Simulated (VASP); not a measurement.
# Zn18S17 (a cell with a defect) (Wurtzite-6H) in VASP: single point with PBE

Aim: the single point of Zn18S17 (a cell with a defect) (Wurtzite-6H) with PBE.

Everything below comes from runs of VASP 6.6.1. Logs are shortened: lines on timing, memory, paths and dates and some standing lists are left out, and cuts for length are marked.

### Step 1. The cell of the first run

The cell holds a defect, 35 atoms: a = 6.603 Å, b = 6.603 Å, c = 18.690 Å, α = 90.00°, β = 90.00°, γ = 120.00°.

### Step 2. Single point, PBE

Contents of INCAR:

```
SYSTEM = Zn18S17
ALGO = Normal
EDIFF = 1E-6
ENCUT = 520
GGA = PE
ISIF = 2
ISMEAR = -1
LASPH = .TRUE.
LCHARG = .FALSE.
LREAL = Auto
LWAVE = .FALSE.
NBANDS = 182
NELECT = 316.0
NELM = 80
PREC = Accurate
SIGMA = 0.01
```

Contents of KPOINTS:

```
k-points
0
G
  3 3 1
  0 0 0
```

Contents of POSCAR:

```
Zn18S17
1.0
    5.7180000000      3.3012888392      0.0000000000
   -5.7180000000      3.3012888392      0.0000000000
    0.0000000000      0.0000000000     18.6899900000
Zn S
18 17
Direct
    0.0000000000      0.0000000000     -0.0305905262
    0.3333333333      0.6666666667     -0.0087183928
    0.6666666667      0.3333333333     -0.0087183928
    0.0000000000      0.0000000000      0.5027130450
    0.3333333333      0.6666666667      0.5034360569
    0.6666666667      0.3333333333      0.5034360569
    0.4193700220      0.4193700220      0.1801604614
    0.5806299780      0.0000000000      0.1801604614
    0.0000000000      0.5806299780      0.1801604614
    0.3328702098      1.0000000000      0.6651761520
    0.6671297902      0.6671297902      0.6651761520
    0.0000000000      0.3328702098      0.6651761520
    0.3409943087      1.0000000000      0.3401472515
    0.6590056913      0.6590056913      0.3401472515
    0.0000000000      0.3409943087      0.3401472515
    0.3364926850      0.3364926850      0.8263715594
    0.6635073150      0.0000000000      0.8263715594
    0.0000000000      0.6635073150      0.8263715594
    0.3333333333      0.6666666667      0.1202360689
    0.6666666667      0.3333333333      0.1202360689
    0.0000000000      0.0000000000      0.6260127230
    0.3333333333      0.6666666667      0.6266755259
    0.6666666667      0.3333333333      0.6266755259
    0.3273911698      0.3273911698      0.2941973054
    0.6726088302      0.0000000000      0.2941973054
    0.0000000000      0.6726088302      0.2941973054
    0.3313921158      1.0000000000      0.7911172614
    0.6686078842      0.6686078842      0.7911172614
    0.0000000000      0.3313921158      0.7911172614
    0.3336119153      1.0000000000      0.4609087031
    0.6663880847      0.6663880847      0.4609087031
    0.0000000000      0.3336119153      0.4609087031
    0.3367285696      0.3367285696      0.9564567192
    0.6632714304      0.0000000000      0.9564567192
    0.0000000000      0.6632714304      0.9564567192
```

Potentials or basis: VASP PAW PBE potentials, release 64 (Zn, S).

Launch:

```console
cat potpaw_PBE.64/Zn/POTCAR potpaw_PBE.64/S/POTCAR > POTCAR
mpirun -np 1 vasp_std > vasp.out
```

OUTCAR:

```text
SYSTEM = Zn18S17
   EDIFF = 1E-6
   ENCUT = 520
   GGA = PE
   ISIF = 2
   ISMEAR = -1
   LASPH = .TRUE.
   LREAL = Auto
   NELECT = 316.0
   NELM = 80
   PREC = Accurate

 ion  position               nearest neighbor table
   1  0.000  0.000  0.969-  33 2.24  34 2.24  35 2.24
   2  0.333  0.667  0.991-  35 2.28  34 2.28  33 2.28  19 2.41
   3  0.667  0.333  0.991-  34 2.28  35 2.28  33 2.28  20 2.41
   4  0.000  0.000  0.503-  21 2.30  31 2.34  30 2.34  32 2.34
   5  0.333  0.667  0.503-  22 2.30  30 2.34  32 2.34  31 2.34
   6  0.667  0.333  0.503-  23 2.30  32 2.34  30 2.34  31 2.34
   7  0.419  0.419  0.180-  24 2.22  20 2.27  19 2.27
   8  0.581  0.000  0.180-  25 2.22  20 2.27  19 2.27
   9  0.000  0.581  0.180-  26 2.22  19 2.27  20 2.27
  10  0.333  0.000  0.665-  21 2.32  22 2.32  23 2.32  27 2.35
  11  0.667  0.667  0.665-  21 2.32  22 2.32  23 2.32  28 2.35
  12  0.000  0.333  0.665-  21 2.32  23 2.32  22 2.32  29 2.35
  13  0.341  0.000  0.340-  30 2.26  25 2.35  26 2.37  24 2.37
  14  0.659  0.659  0.340-  31 2.26  24 2.35  26 2.37  25 2.37
  15  0.000  0.341  0.340-  32 2.26  26 2.35  25 2.37  24 2.37
[... 18 lines left out ...]
  34  0.663  0.000  0.956-   1 2.24   3 2.28   2 2.28  17 2.43
  35  0.000  0.663  0.956-   1 2.24   2 2.28   3 2.28  18 2.43

  LATTYP: Found a hexagonal cell.
 ALAT       =     6.6025776784
 C/A-ratio  =     2.8307111117

  Lattice vectors:

 A1 = (   5.7180000000,   3.3012888392,   0.0000000000)
 A2 = (  -5.7180000000,   3.3012888392,   0.0000000000)
 A3 = (   0.0000000000,   0.0000000000,  18.6899900000)

Analysis of symmetry for initial positions (statically):
=====================================================================
 Subroutine PRICEL returns:
 Original cell was already a primitive cell.

 Routine SETGRP: Setting up the symmetry group for a
 hexagonal supercell.

 Subroutine GETGRP returns: Found  6 space group operations
 (whereof  6 operations were pure point group operations)
 out of a pool of 24 trial point group operations.

The static configuration has the point symmetry C_3v.

Analysis of symmetry for dynamics (positions and initial velocities):
=====================================================================
 Subroutine PRICEL returns:
 Original cell was already a primitive cell.

 Routine SETGRP: Setting up the symmetry group for a
 hexagonal supercell.

 Subroutine GETGRP returns: Found  6 space group operations
 (whereof  6 operations were pure point group operations)
 out of a pool of 24 trial point group operations.

The dynamic configuration has the point symmetry C_3v.

 Subroutine INISYM returns: Found  6 space group operations
 (whereof  6 operations are pure point group operations),
 and found     1 'primitive' translations

----------------------------------------------------------------------------------------

                                     Primitive cell

  volume of cell :     705.6133

  direct lattice vectors                    reciprocal lattice vectors
     5.718000000  3.301288839  0.000000000     0.087443162  0.151455999  0.000000000
    -5.718000000  3.301288839  0.000000000    -0.087443162  0.151455999  0.000000000
     0.000000000  0.000000000 18.689990000     0.000000000  0.000000000  0.053504577

  length of vectors
     6.602577678  6.602577678 18.689990000     0.174886324  0.174886324  0.053504577

  position of ions in fractional coordinates (direct lattice)
     0.000000000  0.000000000  0.969409474
     0.333333333  0.666666667  0.991281607
     0.666666667  0.333333333  0.991281607
     0.000000000  0.000000000  0.502713045
     0.333333333  0.666666667  0.503436057
     0.666666667  0.333333333  0.503436057
[... 27 lines left out ...]
     0.663271430  1.000000000  0.956456719
     1.000000000  0.663271430  0.956456719

  ion indices of the primitive-cell ions
   primitive index   ion index
                 1           1
                 2           2
                 3           3
                 4           4
                 5           5
                 6           6
[... 27 lines left out ...]
                34          34
                35          35

----------------------------------------------------------------------------------------

 KPOINTS: k-points

Automatic generation of k-mesh.
 Grid dimensions read from file:
 generate k-points for:    3    3    1

 Generating k-lattice:

  Cartesian coordinates                     Fractional coordinates (reciprocal lattice)
     0.029147721  0.050485333  0.000000000     0.333333333 -0.000000000  0.000000000
    -0.029147721  0.050485333  0.000000000    -0.000000000  0.333333333  0.000000000
     0.000000000  0.000000000  0.053504577     0.000000000  0.000000000  1.000000000

  Length of vectors
     0.058295441  0.058295441  0.053504577

  Shift w.r.t. Gamma in fractional coordinates (k-lattice)
     0.000000000  0.000000000  0.000000000

 Subroutine IBZKPT returns following result:
 ===========================================

 Found      3 irreducible k-points:

 Following reciprocal coordinates:
            Coordinates               Weight
  0.000000  0.000000  0.000000      1.000000
  0.333333  0.000000  0.000000      6.000000
  0.333333  0.333333  0.000000      2.000000
   k-points           NKPTS =      3   k-points in BZ     NKDIM =      3   number of bands    NBANDS=    182
   number of dos      NEDOS =    301   number of ions     NIONS =     35
   total plane-waves  NPLWV = 350000
   dimension x,y,z NGX =    50 NGY =   50 NGZ =  140
   dimension x,y,z NGXF=   100 NGYF=  100 NGZF=  280
   ions per type =              18  17
   NGX,Y,Z   is equivalent  to a cutoff of  12.59, 12.59, 12.45 a.u.
   NGXF,Y,Z  is equivalent  to a cutoff of  25.18, 25.18, 24.91 a.u.
 SYSTEM =  Zn18S17
   PREC   = accura    normal or accurate (medium, high low for compatibility)
   ISTART =      0    job   : 0-new  1-cont  2-samecut
   ICHARG =      2    charge: 1-file 2-atom 10-const
   ISPIN  =      1    spin polarized calculation?
   LNONCOLLINEAR =      F non collinear calculations
   LSORBIT =      F    spin-orbit coupling
   LASPH  =      T    aspherical Exc in radial PAW
   ENCUT  =  520.0 eV  38.22 Ry    6.18 a.u.  12.28 12.28 34.75*2*pi/ulx,y,z
   NELM   =     80;   NELMIN=  2; NELMDL= -5     # of ELM steps
   EDIFF  = 0.1E-05   stopping-criterion for ELM
   LREAL  =      T    real-space projection
   EDIFFG = 0.1E-04   stopping-criterion for IOM
   NSW    =      0    number of steps for IOM
   IBRION =     -1    ionic relax: 0-MD 1-quasi-New 2-CG
   NFREE  =      0    steps in history (QN), initial steepest desc. (CG)
   ISIF   =      2    stress and relaxation
   ISYM   =      2    0-nonsym 1-usesym 2-fastsym
   POTIM  = 0.5000    time-step for ionic-motion
   TEBEG  =    0.0;   TEEND  =   0.0 temperature during run
   PSTRESS=    0.0 pullay stress
   NELECT =     316.0000    total number of electrons
   NUPDOWN=      -1.0000    fix difference up-down
   EMIN   =  10.00;   EMAX   =-10.00  energy-range for DOS
   EFERMI =   0.00;   METHOD = LEGACY
   ISMEAR =    -1;   SIGMA  =   0.01  broadening in eV -4-tet -1-fermi 0-gaus
   EFERMI_NEDOS =   21; number of points for ismear=-14 and -15
   IALGO  =     38    algorithm
   IMIX   =      4    mixing-type and parameters
     AMIX     =   0.40;   BMIX     =  1.00
     AMIX_MAG =   1.60;   BMIX_MAG =  1.00
  volume/ion in A,a.u.               =      20.16       136.05
  Fermi-wavevector in a.u.,A,eV,Ry     =   1.252511  2.366903 21.344606  1.568784
  Thomas-Fermi vector in A             =   2.386408
   LORBIT       =      0    0 simple, 1 ext, 2 COOP (PROOUT), +10 PAW based schemes
   GGA     = PE    functional components
   LHFCALC =     F    Hartree Fock is set to
   AEXX    =    0.0000 exact exchange contribution
   IVDW    =     0    specifies the selected vdW correction
   LEPSILON=     F    determine dielectric tensor
   LRPA    =     F    only Hartree local field effects (RPA)
 non-spin polarized calculation
  energy-cutoff  :      520.00
  volume of cell :      705.61
 maximum number of plane-waves:     19101
 NGX is ok and might be reduce to    50
   NGX = 25   NGY = 25   NGZ = 69

 number of electron     315.9999876 magnetization

 Free energy of the ion-electron system (eV)
  ---------------------------------------------------
  ext. energy  EPLUGINS =         0.00000000
  ---------------------------------------------------
  free energy    TOTEN  =      -121.56442875 eV

  energy without entropy =     -121.56442875  energy(sigma->0) =     -121.56442875

 E-fermi :   2.6841     XC(G=0):  -9.3826

 val. band max:        2.3942743408   @ k =   0.0000   0.0000   0.0000
 cond. band min:       3.5221008919   @ k =   0.0000   0.0000   0.0000
 fundamental gap:      1.1278265511
 Fermi energy:         2.6840745677

 k-point     1 :       0.0000    0.0000    0.0000
  band No.  band energies     occupation
      1     -11.8750      2.00000
      2     -11.3302      2.00000
      3     -11.2094      2.00000
      4     -11.1886      2.00000
      5     -10.6181      2.00000
      6     -10.5638      2.00000
[... 162 lines left out ...]
    169       5.8648      0.00000
    170       5.9358      0.00000

 k-point     2 :       0.3333    0.0000    0.0000
  band No.  band energies     occupation
      1     -11.7327      2.00000
      2     -11.3576      2.00000
      3     -11.1212      2.00000
      4     -11.0260      2.00000
      5     -10.7212      2.00000
      6     -10.6636      2.00000
[... 162 lines left out ...]
    169       6.3880      0.00000
    170       6.4744      0.00000

 k-point     3 :       0.3333    0.3333    0.0000
  band No.  band energies     occupation
      1     -11.5442      2.00000
      2     -11.5442      2.00000
      3     -10.8382      2.00000
      4     -10.8205      2.00000
      5     -10.8205      2.00000
      6     -10.8079      2.00000
[... 162 lines left out ...]
    169       6.0320      0.00000
    170       6.1263      0.00000
 [bands above 170 left out]

------------------------ aborting loop because EDIFF is reached ----------------------------------------

  FORCE on cell =-STRESS in cart. coord.  units (eV):
  Direction    XX          YY          ZZ          XY          YZ          ZX
  --------------------------------------------------------------------------------------
  -------------------------------------------------------------------------------------
  Total        1.2118949      1.2118949      0.1236759      0.0000000      0.0000000      0.0000000
  in kB        2.7517488      2.7517488      0.2808207      0.0000000      0.0000000      0.0000000
  external PRESSURE =       1.9281061 kB  Pullay stress =       0.0000000 kB

 VOLUME and BASIS-vectors are now :
 -----------------------------------------------------------------------------
  energy-cutoff  :      520.00
  volume of cell :      705.61
      direct lattice vectors                 reciprocal lattice vectors
     5.718000000  3.301288839  0.000000000     0.087443162  0.151455999  0.000000000
    -5.718000000  3.301288839  0.000000000    -0.087443162  0.151455999  0.000000000
     0.000000000  0.000000000 18.689990000     0.000000000  0.000000000  0.053504577

 POSITION                                       TOTAL-FORCE (eV/Angst)
 -----------------------------------------------------------------------------------
      0.00000      0.00000     18.11825        -0.000000      0.000000      0.002805
     -1.90600      3.30129     18.52704        -0.000000      0.000000     -0.001795
      1.90600      3.30129     18.52704        -0.000000      0.000000     -0.001795
      0.00000      0.00000      9.39570        -0.000000      0.000000     -0.010575
     -1.90600      3.30129      9.40921        -0.000000      0.000000     -0.013170
      1.90600      3.30129      9.40921        -0.000000      0.000000     -0.013170
[... 27 lines left out ...]
      3.79259      2.18965     17.87617        -0.003292     -0.001901      0.004293
     -3.79259      2.18965     17.87617         0.003292     -0.001901      0.004293
 -----------------------------------------------------------------------------------
    total drift:                                0.000000      0.000018     -0.022283

  FREE ENERGIE OF THE ION-ELECTRON SYSTEM (eV)
  ---------------------------------------------------
  free  energy   TOTEN  =      -121.5644287495 eV

  energy  without entropy=     -121.5644287495  energy(sigma->0) =     -121.56442875
```

Wall time 23 min (1 thread of Intel Xeon Platinum 8375C at 2.90GHz (Ice Lake), shared host); peak memory 0.8 GiB.

What came out:

```
Free energy   : -121.5644 eV
Largest force : 0.013 eV/Å
```

Forces on the atoms (eV/Å):
```
Zn   0.000  0.000  0.003
Zn   0.000  0.000 -0.002
Zn   0.000  0.000 -0.002
Zn   0.000  0.000 -0.011
Zn   0.000  0.000 -0.013
Zn   0.000  0.000 -0.013
Zn   0.000  0.004 -0.008
Zn  -0.004 -0.002 -0.008
Zn   0.004 -0.002 -0.008
Zn   0.000  0.000 -0.011
Zn   0.000  0.000 -0.011
Zn   0.000  0.000 -0.011
Zn   0.001  0.001  0.010
Zn   0.000 -0.001  0.010
Zn  -0.001  0.001  0.010
Zn   0.000 -0.001 -0.001
Zn   0.001  0.000 -0.001
Zn  -0.001  0.000 -0.001
S    0.000  0.000 -0.001
S    0.000  0.000 -0.001
S    0.000  0.000  0.012
S    0.000  0.000  0.010
S    0.000  0.000  0.010
S    0.000 -0.010  0.002
S    0.009  0.005  0.002
S   -0.009  0.005  0.002
S    0.002  0.001  0.010
S    0.000 -0.002  0.010
S   -0.002  0.001  0.010
S   -0.004 -0.002 -0.002
S    0.000  0.005 -0.002
S    0.004 -0.002 -0.002
S    0.000  0.004  0.004
S   -0.003 -0.002  0.004
S    0.003 -0.002  0.004
```

Levels at points of the mesh, in eV from the Fermi level:
```
           k point  band 155  band 156  band 157  band 158  band 159  band 160  band 161  band 162
(0.00, 0.00, 0.00)     -0.75     -0.75     -0.29     -0.29      0.84      1.76      2.03      2.62
```

Caveat: the cell carries a net charge on a neutralising background, which shifts energy and pressure; the cell is charged against a uniform background, so pressure and absolute levels hang on convention.
